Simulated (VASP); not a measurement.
Input of a VASP 6.6.1 run:

Contents of POSCAR:

```
BaS
1.0
    0.0000000000      3.1937500000      3.1937500000
    3.1937500000      0.0000000000      3.1937500000
    3.1937500000      3.1937500000      0.0000000000
Ba S
1 1
Direct
    0.0000000000      0.0000000000      0.0000000000
    0.5000000000      0.5000000000      0.5000000000
```

Contents of INCAR.step1:

```
PREC     = Accurate       # precision mode
ENCUT    = 520            # plane-wave cutoff, eV
EDIFF    = 1E-5           # SCF threshold, eV
ISMEAR   = -1             # smearing method
SIGMA    = 0.05           # smearing width, eV
LREAL    = False          # projectors in reciprocal space
LASPH    = True           # aspherical terms in the spheres
NELM     = 150            # most SCF steps
ALGO     = Normal         # electronic algorithm
ISIF     = 2              # what is computed and relaxed
LWAVE    = True           # write WAVECAR
LCHARG   = False          # write CHGCAR
MAGMOM   = 0 0 0 0 0 0    # initial moments
LORBIT   = 11             # projections on sites
LSORBIT  = True           # spin-orbit coupling
GGA_COMPAT= False        
LORBMOM  = True         
GGA      = PE             # functional
NBANDS   = 28             # bands
```

INCAR.step2

```
PREC     = Accurate       # precision mode
ENCUT    = 520            # plane-wave cutoff, eV
EDIFF    = 1E-6           # SCF threshold, eV
ISMEAR   = -1             # smearing method
SIGMA    = 0.05           # smearing width, eV
LREAL    = False          # projectors in reciprocal space
LASPH    = True           # aspherical terms in the spheres
NELM     = 150            # most SCF steps
ALGO     = Normal         # electronic algorithm
ISIF     = 2              # what is computed and relaxed
LWAVE    = False          # write WAVECAR
LCHARG   = False          # write CHGCAR
MAGMOM   = 0 0 0 0 0 0    # initial moments
LORBIT   = 11             # projections on sites
LSORBIT  = True           # spin-orbit coupling
GGA_COMPAT= False        
LORBMOM  = True         
GGA      = PE             # functional
LHFCALC  = True           # exact exchange
AEXX     = 0.25           # exact-exchange fraction
PRECFOCK = Normal       
ISTART   = 1            
NBANDS   = 28             # bands
```

File KPOINTS:

```
regular mesh
0
Gamma
  3 3 3
```

Potentials or basis: VASP PAW PBE potentials, release 64 (Ba_sv, S).

Run with:

```bash
$ cat potpaw_PBE.64/Ba_sv/POTCAR potpaw_PBE.64/S/POTCAR > POTCAR
$ cp INCAR.step1 INCAR
$ mpirun -np 1 vasp_ncl > vasp.out
$ cp INCAR.step2 INCAR
$ mpirun -np 1 vasp_ncl > vasp.out
```

(1) Predict the pressure.

(2) Estimate the net moment.

## Answers

(1) 1.0 GPa.

(2) 0.00 μB per cell.

Caveat: the k points lie up to 0.57 Å⁻¹ apart; the PAW data sets were made with another functional, which shifts forces and pressure a little.
